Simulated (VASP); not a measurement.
# BAs (I-4m2) in VASP: notebook, part 2 of 2

VASP 6.6.1. The steps go on from the part before.

**3. Single point, LDA (zz strain of +3 %)**

The input, INCAR:

```
  PREC = Accurate
  ENCUT = 520
  EDIFF = 1E-7
  ISMEAR = -1
  SIGMA = 0.03
  LREAL = False
  LASPH = True
  NELM = 100
  ALGO = Normal
  ISIF = 2
  LWAVE = False
  LCHARG = False
  NBANDS = 11
```

The input, KPOINTS:

```
Automatic mesh
0
Gamma
  15 15 15
```

The input, POSCAR:

```
BAs
1.0
    0.0000000000      2.3885000000      2.4601550000
    2.3885000000      0.0000000000      2.4601550000
    2.3885000000      2.3885000000      0.0000000000
B As
1 1
Direct
    0.0000000000      0.0000000000      0.0000000000
    0.7500000000      0.7500000000      0.7500000000
```

Potentials or basis: VASP PAW LDA potentials, release 64 (B, As).

Launch:

```sh
$ cat potpaw_LDA.64/B/POTCAR potpaw_LDA.64/As/POTCAR > POTCAR
$ mpirun -np 1 vasp_std > vasp.out
```

It used 72 s of CPU time on 1 thread of Intel Xeon 6975P-C, on a shared host.

The run converged. Its results:

| Property | Result |
| --- | --- |
| Free energy | -12.8853 eV |
| Pressure | -6.8 GPa |
| Band gap on the k mesh | 0.93 eV, indirect (least direct gap 3.06 eV) |

Stress tensor (GPa, compression positive):
```
 -4.75   0.00   0.00
  0.00  -4.75   0.00
  0.00   0.00 -10.98
```

Levels at points of the mesh, in eV from the valence-band top:
| k point | band 2 | band 3 | band 4 | band 5 | band 6 | band 7 |
| --- | --- | --- | --- | --- | --- | --- |
| (0.00, 0.00, 0.00) | -0.29 | 0.00 | 0.00 | 3.06 | 3.06 | 3.24 |

Caveat: the cell differs from its parent crystal (zz strain of +3 %).

**4. Single point, LDA (equal xx and yy strain of +2 %)**

The input, INCAR:

```
PREC     = Accurate       # precision mode
ENCUT    = 520            # plane-wave cutoff, eV
EDIFF    = 1E-6           # SCF threshold, eV
ISMEAR   = -1             # smearing method
SIGMA    = 0.03           # smearing width, eV
LREAL    = False          # projectors in reciprocal space
LASPH    = True           # aspherical terms in the spheres
NELM     = 80             # most SCF steps
ALGO     = Normal         # electronic algorithm
ISIF     = 2              # what is computed and relaxed
LWAVE    = False          # write WAVECAR
LCHARG   = True           # write CHGCAR
LELF     = True           # ELF
LVHAR    = True         
NBANDS   = 11             # bands
```

KPOINTS is that of step 3.

The input, POSCAR:

```
BAs
1.0
    0.0000000000      2.4362700000      2.3885000000
    2.4362700000      0.0000000000      2.3885000000
    2.4362700000      2.4362700000      0.0000000000
B As
1 1
Direct
    0.0000000000      0.0000000000      0.0000000000
    0.7500000000      0.7500000000      0.7500000000
```

Potentials or basis: VASP PAW LDA potentials, release 64 (B, As).

Launch:

```sh
$ cat potpaw_LDA.64/B/POTCAR potpaw_LDA.64/As/POTCAR > POTCAR
$ mpirun -np 1 vasp_std > vasp.out
```

OUTCAR:

```text
PREC = Accurate
   ENCUT = 520
   EDIFF = 1E-6
   ISMEAR = -1
   LREAL = False
   LASPH = True
   NELM = 80
   ISIF = 2

 ion  position               nearest neighbor table
   1  0.000  0.000  0.000-   2 2.10   2 2.10   2 2.10   2 2.10
   2  0.750  0.750  0.750-   1 2.10   1 2.10   1 2.10   1 2.10

  LATTYP: Found a body centered tetragonal cell.
 ALAT       =     3.4454060756
 C/A-ratio  =     1.3864838847

  Lattice vectors:

 A1 = (   0.0000000000,  -2.4362700000,  -2.3885000000)
[... 513 lines left out ...]
      6      10.5722      0.00000
      7      11.1404      0.00000
      8      11.6195      0.00000
      9      15.5940      0.00000
     10      17.1240      0.00000
     11      18.6114      0.00000

 [... further k-points ...]
[... 5 lines left out ...]
  --------------------------------------------------------------------------------------
  -------------------------------------------------------------------------------------
  Total       -1.6410826     -1.6410826     -0.9604065      0.0000000      0.0000000      0.0000000
  in kB      -92.7331374    -92.7331374    -54.2699741      0.0000000      0.0000000      0.0000000
  external PRESSURE =     -79.9120830 kB  Pullay stress =       0.0000000 kB

 VOLUME and BASIS-vectors are now :
 -----------------------------------------------------------------------------
  energy-cutoff  :      520.00
  volume of cell :       28.35
      direct lattice vectors                 reciprocal lattice vectors
     0.000000000  2.436270000  2.388500000    -0.205231768  0.205231768  0.209336404
     2.436270000  0.000000000  2.388500000     0.205231768 -0.205231768  0.209336404
     2.436270000  2.436270000  0.000000000     0.205231768  0.205231768 -0.209336404

 POSITION                                       TOTAL-FORCE (eV/Angst)
 -----------------------------------------------------------------------------------
      0.00000      0.00000      0.00000         0.000000      0.000000      0.000000
      3.65440      3.65440      3.58275        -0.000000     -0.000000     -0.000000
 -----------------------------------------------------------------------------------
    total drift:                                0.000000      0.000000      0.000000

  FREE ENERGIE OF THE ION-ELECTRON SYSTEM (eV)
  ---------------------------------------------------
  free  energy   TOTEN  =       -12.8783544359 eV

  energy  without entropy=      -12.8783544355  energy(sigma->0) =      -12.87835444
```

OSZICAR:

```text
N       E                     dE             d eps       ncg     rms          rms(c)
DAV:   1     0.102842905336E+02    0.10284E+02   -0.36924E+03  6344   0.633E+02
DAV:   2    -0.127855359766E+02   -0.23070E+02   -0.22045E+02  8500   0.102E+02
DAV:   3    -0.135179094754E+02   -0.73237E+00   -0.73062E+00  7873   0.169E+01
DAV:   4    -0.135201261323E+02   -0.22167E-02   -0.22165E-02  7068   0.106E+00
DAV:   5    -0.135201299546E+02   -0.38222E-05   -0.38222E-05  7603   0.468E-02    0.472E+00
DAV:   6    -0.129601790535E+02    0.55995E+00   -0.15547E+00  6780   0.487E+00    0.223E+00
DAV:   7    -0.128908464604E+02    0.69333E-01   -0.16188E-01  7494   0.203E+00    0.868E-01
DAV:   8    -0.128783245802E+02    0.12522E-01   -0.21900E-02  7281   0.771E-01    0.935E-02
DAV:   9    -0.128783459344E+02   -0.21354E-04   -0.76427E-04  7055   0.165E-01    0.522E-02
DAV:  10    -0.128783531594E+02   -0.72249E-05   -0.76892E-05  6807   0.498E-02    0.118E-02
DAV:  11    -0.128783545631E+02   -0.14037E-05   -0.15438E-06  7644   0.811E-03    0.106E-02
DAV:  12    -0.128783544359E+02    0.12719E-06   -0.79507E-07  3423   0.371E-03
   1 F= -.12878354E+02 E0= -.12878354E+02  d E =-.423159E-09
```

stdout:

```text
POSCAR found type information on POSCAR B As
 POSCAR found :  2 types and       2 ions
 scaLAPACK will be used
 LDA part: xc-table for (Slater(with rela. corr.)+CA(PZ))
 , standard interpolation
 POSCAR, INCAR and KPOINTS ok, starting setup
 FFT: planning ... GRIDC
 FFT: planning ... GRID_SOFT
 FFT: planning ... GRID
 WAVECAR not read
 entering main loop
```

Wall time 1.9 min (1 thread of Intel Xeon 6975P-C, shared host); peak memory 0.22 GiB.

Results:

```
Free energy            : -12.8784 eV
Pressure               : -8.0 GPa
Band gap on the k mesh : 0.87 eV, indirect (least direct gap 3.00 eV)
```

Levels at points of the mesh, in eV from the valence-band top:
| k point | band 1 | band 2 | band 3 | band 4 | band 5 | band 6 | band 7 | band 8 | band 9 |
| --- | --- | --- | --- | --- | --- | --- | --- | --- | --- |
| (0.00, 0.00, 0.00) | -15.15 | -0.18 | -0.18 | 0.00 | 3.00 | 3.12 | 3.12 | 4.07 | 9.04 |

Caveat: the cell differs from its parent crystal (equal xx and yy strain of +2 %).

**5. Summary**

```csv
cell,gap on the mesh (eV),pressure (GPa)
"a = 3.395, b = 3.395, c = 3.412 Å, angles 59.8, 59.8, 60.3°, 2 atoms",0.99,-5.7
"a = 3.429, b = 3.429, c = 3.378 Å, angles 60.5, 60.5, 59.0°, 2 atoms",0.93,-6.8
"a = 3.412, b = 3.412, c = 3.445 Å, angles 59.7, 59.7, 60.7°, 2 atoms",0.87,-8.0
```

Alike in all rows: task single point; level LDA; potentials or basis VASP PAW LDA potentials, release 64 (B, As); no spin polarisation; k mesh 15 × 15 × 15; cutoff (eV) 520; smearing fermi-dirac 0.03 eV.

Total energies depend on the potentials used, so only differences within one code and one set of settings carry meaning.
